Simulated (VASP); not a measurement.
Set up this calculation in VASP 6.6.1, as the native input.

```yaml
Task: single point
Functional: r2SCAN
Potentials_or_basis: VASP PAW PBE potentials, release 64 (Mg, S)
Cutoff: 660 eV
k_mesh: 5 × 5 × 5
Occupations: gaussian, width 0.01 eV
Spin: no spin polarisation
Dipole_correction: no
Further_INCAR_settings: ALGO = Normal; EDIFF = 1e-06; NBANDS = 11
```

The system is MgS.

```
CELL_PARAMETERS angstrom
0.00000 2.79483 2.79483
2.79483 0.00000 2.79483
2.79483 2.79483 0.00000
ATOMIC_POSITIONS crystal
Mg 0.00000 0.00000 0.00000
S 0.75000 0.75000 0.75000
```

One way to write it, as run:

POSCAR

```
MgS
1.0
    0.0000000000      2.7948299501      2.7948299501
    2.7948299501      0.0000000000      2.7948299501
    2.7948299501      2.7948299501      0.0000000000
Mg S
1 1
Direct
    0.0000000000      0.0000000000      0.0000000000
    0.7500000000      0.7500000000      0.7500000000
```

INCAR.step1

```
SYSTEM = MgS
ALGO = Normal
EDIFF = 1E-5
ENCUT = 660
GGA = PE
GGA_COMPAT = .FALSE.
ISMEAR = 0
LASPH = .TRUE.
LCHARG = .FALSE.
LREAL = .FALSE.
LWAVE = .TRUE.
NBANDS = 11
NELM = 120
PREC = Accurate
SIGMA = 0.01
```

INCAR.step2

```
SYSTEM = MgS
ALGO = Normal
EDIFF = 1E-6
ENCUT = 660
GGA_COMPAT = .FALSE.
ISIF = 2
ISMEAR = 0
ISTART = 1
LASPH = .TRUE.
LCHARG = .FALSE.
LMIXTAU = .TRUE.
LREAL = .FALSE.
LWAVE = .FALSE.
METAGGA = R2SCAN
NBANDS = 11
NELM = 120
PREC = Accurate
SIGMA = 0.01
```

KPOINTS

```
k-points
0
G
  5 5 5
  0 0 0
```

Potentials or basis: VASP PAW PBE potentials, release 64 (Mg, S).

Run with:

```console
$ cat potpaw_PBE.64/Mg/POTCAR potpaw_PBE.64/S/POTCAR > POTCAR
$ cp INCAR.step1 INCAR
$ mpirun -np 1 vasp_std > vasp.out
$ cp INCAR.step2 INCAR
$ mpirun -np 1 vasp_std > vasp.out
```

Results of the run:

| Quantity | Value |
| --- | --- |
| Pressure | 2.3 GPa |
| Band gap on the k mesh | 4.34 eV |

Caveat: the PAW data sets were made with another functional, which shifts forces and pressure a little; an odd mesh through Γ misses points on the zone boundary, where band edges can lie.

It took 36 s on 1 thread of AMD EPYC 7R13 Processor (Zen 3), with other jobs on the host, peak memory 0.18 GiB.
